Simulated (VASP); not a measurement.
# SrTl (Pm-3m) in VASP: notebook, part 2 of 2

VASP 6.6.1. Earlier steps stand in the parts before.

**6. Single point, LDA (34.09 Å³/atom)**

This run uses another cell than the first one, of 34.09 Å³/atom.

File INCAR:

```
  PREC = Accurate
  ENCUT = 520
  EDIFF = 1E-7
  ISMEAR = -1
  SIGMA = 0.05
  LREAL = F
  LASPH = T
  NELM = 60
  ALGO = Normal
  ISIF = 2
  LWAVE = F
  LCHARG = T
  GGA = CA
  LELF = T
  LVHAR = T
  NBANDS = 18
```

File KPOINTS:

```
Automatic mesh
0
Gamma
  8 8 8
```

File POSCAR:

```
SrTl
1.0
    4.0850587162      0.0000000000      0.0000000000
    0.0000000000      4.0850587162      0.0000000000
    0.0000000000      0.0000000000      4.0850587162
Sr Tl
1 1
Direct
    0.0000000000      0.0000000000      0.0000000000
    0.5000000000      0.5000000000      0.5000000000
```

Potentials or basis: VASP PAW LDA potentials, release 64 (Sr_sv, Tl_d).

The run is started by

```
$ cat potpaw_LDA.64/Sr_sv/POTCAR potpaw_LDA.64/Tl_d/POTCAR > POTCAR
$ mpirun -np 1 vasp_std > vasp.out
```

OUTCAR:

```text
PREC = Accurate
   ENCUT = 520
   EDIFF = 1E-7
   ISMEAR = -1
   LREAL = F
   LASPH = T
   NELM = 60
   ISIF = 2
   GGA = CA

 ion  position               nearest neighbor table
   1  0.000  0.000  0.000-   2 3.54   2 3.54   2 3.54   2 3.54   2 3.54   2 3.54   2 3.54   2 3.54

   2  0.500  0.500  0.500-   1 3.54   1 3.54   1 3.54   1 3.54   1 3.54   1 3.54   1 3.54   1 3.54

  LATTYP: Found a simple cubic cell.
 ALAT       =     4.0850587162

  Lattice vectors:

 A1 = (   4.0850587162,   0.0000000000,   0.0000000000)
 A2 = (   0.0000000000,   4.0850587162,   0.0000000000)
 A3 = (   0.0000000000,   0.0000000000,   4.0850587162)

Analysis of symmetry for initial positions (statically):
=====================================================================
 Subroutine PRICEL returns:
 Original cell was already a primitive cell.

 Routine SETGRP: Setting up the symmetry group for a
 simple cubic supercell.

 Subroutine GETGRP returns: Found 48 space group operations
 (whereof 48 operations were pure point group operations)
 out of a pool of 48 trial point group operations.

The static configuration has the point symmetry O_h .

Analysis of symmetry for dynamics (positions and initial velocities):
=====================================================================
 Subroutine PRICEL returns:
 Original cell was already a primitive cell.

 Routine SETGRP: Setting up the symmetry group for a
 simple cubic supercell.

 Subroutine GETGRP returns: Found 48 space group operations
 (whereof 48 operations were pure point group operations)
 out of a pool of 48 trial point group operations.

The dynamic configuration has the point symmetry O_h .

 Subroutine INISYM returns: Found 48 space group operations
 (whereof 48 operations are pure point group operations),
 and found     1 'primitive' translations

----------------------------------------------------------------------------------------

                                     Primitive cell

  volume of cell :      68.1703

  direct lattice vectors                    reciprocal lattice vectors
     4.085058716  0.000000000  0.000000000     0.244794523  0.000000000  0.000000000
     0.000000000  4.085058716  0.000000000     0.000000000  0.244794523  0.000000000
     0.000000000  0.000000000  4.085058716     0.000000000  0.000000000  0.244794523

  length of vectors
     4.085058716  4.085058716  4.085058716     0.244794523  0.244794523  0.244794523

  position of ions in fractional coordinates (direct lattice)
     0.000000000  0.000000000  0.000000000
     0.500000000  0.500000000  0.500000000

  ion indices of the primitive-cell ions
   primitive index   ion index
                 1           1
                 2           2

----------------------------------------------------------------------------------------

 KPOINTS: Automatic mesh

Automatic generation of k-mesh.
 Grid dimensions read from file:
 generate k-points for:    8    8    8

 Generating k-lattice:

  Cartesian coordinates                     Fractional coordinates (reciprocal lattice)
     0.030599315  0.000000000  0.000000000     0.125000000  0.000000000  0.000000000
     0.000000000  0.030599315  0.000000000     0.000000000  0.125000000  0.000000000
     0.000000000  0.000000000  0.030599315     0.000000000  0.000000000  0.125000000

  Length of vectors
     0.030599315  0.030599315  0.030599315

  Shift w.r.t. Gamma in fractional coordinates (k-lattice)
     0.000000000  0.000000000  0.000000000

 Subroutine IBZKPT returns following result:
 ===========================================

 Found     35 irreducible k-points:

 Following reciprocal coordinates:
            Coordinates               Weight
  0.000000  0.000000  0.000000      1.000000
  0.125000  0.000000  0.000000      6.000000
  0.250000  0.000000  0.000000      6.000000
  0.375000  0.000000  0.000000      6.000000
  0.500000  0.000000  0.000000      3.000000
  0.125000  0.125000  0.000000     12.000000
[... 16 lines left out ...]
  0.375000  0.375000  0.125000     24.000000
  0.500000  0.375000  0.125000     24.000000
 [... further k-points ...]
   k-points           NKPTS =     35   k-points in BZ     NKDIM =     35   number of bands    NBANDS=     18
   number of dos      NEDOS =    301   number of ions     NIONS =      2
   total plane-waves  NPLWV =  27000
   dimension x,y,z NGX =    30 NGY =   30 NGZ =   30
   dimension x,y,z NGXF=    60 NGYF=   60 NGZF=   60
   ions per type =               1   1
   NGX,Y,Z   is equivalent  to a cutoff of  12.21, 12.21, 12.21 a.u.
   NGXF,Y,Z  is equivalent  to a cutoff of  24.42, 24.42, 24.42 a.u.
 SYSTEM =  unknown system
   PREC   = accura    normal or accurate (medium, high low for compatibility)
   ISTART =      0    job   : 0-new  1-cont  2-samecut
   ICHARG =      2    charge: 1-file 2-atom 10-const
   ISPIN  =      1    spin polarized calculation?
   LNONCOLLINEAR =      F non collinear calculations
   LSORBIT =      F    spin-orbit coupling
   LASPH  =      T    aspherical Exc in radial PAW
   ENCUT  =  520.0 eV  38.22 Ry    6.18 a.u.   7.60  7.60  7.60*2*pi/ulx,y,z
   NELM   =     60;   NELMIN=  2; NELMDL= -5     # of ELM steps
   EDIFF  = 0.1E-06   stopping-criterion for ELM
   LREAL  =      F    real-space projection
   EDIFFG = 0.1E-05   stopping-criterion for IOM
   NSW    =      0    number of steps for IOM
   IBRION =     -1    ionic relax: 0-MD 1-quasi-New 2-CG
   NFREE  =      0    steps in history (QN), initial steepest desc. (CG)
   ISIF   =      2    stress and relaxation
   ISYM   =      2    0-nonsym 1-usesym 2-fastsym
   POTIM  = 0.5000    time-step for ionic-motion
   TEBEG  =    0.0;   TEEND  =   0.0 temperature during run
   PSTRESS=    0.0 pullay stress
   NELECT =      23.0000    total number of electrons
   NUPDOWN=      -1.0000    fix difference up-down
   EMIN   =  10.00;   EMAX   =-10.00  energy-range for DOS
   EFERMI =   0.00;   METHOD = LEGACY
   ISMEAR =    -1;   SIGMA  =   0.05  broadening in eV -4-tet -1-fermi 0-gaus
   EFERMI_NEDOS =   21; number of points for ismear=-14 and -15
   IALGO  =     38    algorithm
   IMIX   =      4    mixing-type and parameters
     AMIX     =   0.40;   BMIX     =  1.00
     AMIX_MAG =   1.60;   BMIX_MAG =  1.00
  volume/ion in A,a.u.               =      34.09       230.02
  Fermi-wavevector in a.u.,A,eV,Ry     =   1.139688  2.153697 17.672440  1.298888
  Thomas-Fermi vector in A             =   2.276391
   LORBIT       =      0    0 simple, 1 ext, 2 COOP (PROOUT), +10 PAW based schemes
   GGA     = CA    functional components
   LHFCALC =     F    Hartree Fock is set to
   AEXX    =    0.0000 exact exchange contribution
   IVDW    =     0    specifies the selected vdW correction
   LEPSILON=     F    determine dielectric tensor
   LRPA    =     F    only Hartree local field effects (RPA)
 non-spin polarized calculation
  energy-cutoff  :      520.00
  volume of cell :       68.17
 maximum number of plane-waves:      1856
   NGX = 15   NGY = 15   NGZ = 15

 number of electron      22.9999991 magnetization

 Free energy of the ion-electron system (eV)
  ---------------------------------------------------
  ext. energy  EPLUGINS =         0.00000000
  ---------------------------------------------------
  free energy    TOTEN  =        -5.83350140 eV

  energy without entropy =       -5.81969816  energy(sigma->0) =       -5.82659978

 E-fermi :   3.9549     XC(G=0):  -9.4240

 val. band max:        3.8846747387   @ k =   0.2500   0.2500   0.0000
 cond. band min:       4.0113168546   @ k =   0.3750   0.2500   0.1250
 fundamental gap:      0.1266421158
 Fermi energy:         3.9548956822

 k-point     1 :       0.0000    0.0000    0.0000
  band No.  band energies     occupation
      1     -31.7383      2.00000
      2     -13.7863      2.00000
      3     -13.7863      2.00000
      4     -13.7863      2.00000
      5      -7.4378      2.00000
      6      -7.4378      2.00000
[... 10 lines left out ...]
     17       8.8499      0.00000
     18       8.8499      0.00000
[... 463 lines left out ...]
 k-point    24 :       0.5000    0.3750    0.1250
  band No.  band energies     occupation
      1     -31.7195      2.00000
      2     -13.9511      2.00000
      3     -13.9205      2.00000
      4     -13.7818      2.00000
      5      -7.4265      2.00000
      6      -7.3788      2.00000
[... 10 lines left out ...]
     17       9.8161      0.00000
     18      10.1864      0.00000

 [... further k-points ...]

------------------------ aborting loop because EDIFF is reached ----------------------------------------

  FORCE on cell =-STRESS in cart. coord.  units (eV):
  Direction    XX          YY          ZZ          XY          YZ          ZX
  --------------------------------------------------------------------------------------
  -------------------------------------------------------------------------------------
  Total       -1.1588777     -1.1588777     -1.1588777      0.0000000      0.0000000     -0.0000000
  in kB      -27.2366234    -27.2366234    -27.2366234      0.0000000      0.0000000     -0.0000000
  external PRESSURE =     -27.2366234 kB  Pullay stress =       0.0000000 kB

 VOLUME and BASIS-vectors are now :
 -----------------------------------------------------------------------------
  energy-cutoff  :      520.00
  volume of cell :       68.17
      direct lattice vectors                 reciprocal lattice vectors
     4.085058716  0.000000000  0.000000000     0.244794523  0.000000000  0.000000000
     0.000000000  4.085058716  0.000000000     0.000000000  0.244794523  0.000000000
     0.000000000  0.000000000  4.085058716     0.000000000  0.000000000  0.244794523

 POSITION                                       TOTAL-FORCE (eV/Angst)
 -----------------------------------------------------------------------------------
      0.00000      0.00000      0.00000         0.000000      0.000000      0.000000
      2.04253      2.04253      2.04253         0.000000      0.000000      0.000000
 -----------------------------------------------------------------------------------
    total drift:                                0.000000      0.000000      0.000000

  FREE ENERGIE OF THE ION-ELECTRON SYSTEM (eV)
  ---------------------------------------------------
  free  energy   TOTEN  =        -5.8335014030 eV

  energy  without entropy=       -5.8196981648  energy(sigma->0) =       -5.82659978
```

Wall time 50 s (1 thread of Intel Xeon 8259CL, shared host); peak memory 0.18 GiB.

Results:

| Property | Result |
| --- | --- |
| Free energy | -5.8335 eV |
| Pressure | -2.7 GPa |
| Band gap on the k mesh | zero (an odd number of electrons rules out a gap without spin polarisation) |

Caveat: spin-orbit coupling is left out, which moves the levels of the heavy elements.

**7. Summary**

| cell | gap on the mesh (eV) | pressure (GPa) |
| --- | --- | --- |
| a = 4.005 Å, 2 atoms | none | -1.2 |
| a = 4.019 Å, 2 atoms | none | -1.5 |
| a = 4.045 Å, 2 atoms | none | -2.0 |
| a = 4.059 Å, 2 atoms | none | -2.3 |
| a = 4.085 Å, 2 atoms | none | -2.7 |

Alike in all rows: task single point; level LDA; potentials or basis VASP PAW LDA potentials, release 64 (Sr_sv, Tl_d); no spin polarisation; k mesh 8 × 8 × 8; cutoff (eV) 520; smearing fermi-dirac 0.05 eV.

Caveats: spin-orbit coupling is left out, which moves the levels of the heavy elements.

Absolute energies hang on the potentials; compare differences alone.
